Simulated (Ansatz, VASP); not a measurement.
One calculation of Ge, two programs

INCAR

```
  PREC = Accurate
  ENCUT = 520
  EDIFF = 1E-6
  ISMEAR = 0
  SIGMA = 0.1
  LREAL = F
  LASPH = T
  NELM = 60
  ALGO = Normal
  ISIF = 2
  LWAVE = F
  LCHARG = T
  LDIPOL = T
  IDIPOL = 3
  DIPOL = 0.5 0.5 0.377
  GGA = PE
  IVDW = 12
  LELF = T
  LVHAR = T
  LVACPOTAV = T
  NBANDS = 36
```

KPOINTS

```
regular mesh
0
Gamma
  9 9 1
```

The input POSCAR:

```
Ge
1.0
    4.0226895311      0.0000000000      0.0000000000
   -2.0113447656      3.4837513255      0.0000000000
    0.0000000000      0.0000000000     18.8685220517
Ge
4
Direct
    0.3333333333      0.6666666667      0.2747571332
    0.6666666667      0.3333333333      0.2384924472
    0.8888888889      0.7777777778      0.5150653573
    0.5555555556      1.1111111111      0.4788006714
```

Input for Ansatz:

```yaml
crystal:
  lattice:
    - [4.0226895311, 0.0, 0.0]
    - [-2.0113447656, 3.4837513255, 0.0]
    - [0.0, 0.0, 18.8685220517]
  atoms:
    - { symbol: Ge, position: [0.3333333333, 0.6666666667, 0.2747571332] }
    - { symbol: Ge, position: [0.6666666667, 0.3333333333, 0.2384924472] }
    - { symbol: Ge, position: [0.8888888889, 0.7777777778, 0.5150653573] }
    - { symbol: Ge, position: [0.5555555556, 1.1111111111, 0.4788006714] }
basis:
  ecutwfc: 420
kpoints:
  mp_grid: { grid: [9, 9, 1] }
hamiltonian:
  xc: pbe
  pseudopotentials: { kind: paw, azcp: { folder: soft_1 } }
  dispersion: d3bj
scf:
  occupations: { method: gaussian, width: 0.1 }
output:
  forces: true
  eigenvalues: true
efield:
  axis: 3
  dipole_correction: true
  ramp_width: 0.04
```

Alike in both runs: task single point; functional PBE; dispersion D3(BJ); k mesh 9 × 9 × 1; occupations gaussian, width 0.1 eV; no spin polarisation.

|  | VASP | Ansatz |
| --- | --- | --- |
| version | VASP 6.6.1 | Ansatz 0.2.0 |
| potentials or method | VASP PAW PBE potentials, release 64 (Ge_d), cutoff 520 eV | scalar-relativistic, plane waves, PAW |
| valence electrons in the cell | 56 | 56 |

VASP gave:

| Quantity | Value |
| --- | --- |
| gap on the k mesh at the Fermi level (eV) | 0.28 |
| least direct gap on the mesh (eV) | 0.28 |
| rms of the force components (eV/Å) | 0.071 |

Which values does Ansatz return?

gap on the k mesh at the Fermi level (eV): 0.28; least direct gap on the mesh (eV): 0.28; rms of the force components (eV/Å): 0.072.

Atom by atom the forces differ by 0.001 eV/Å (rms over components).
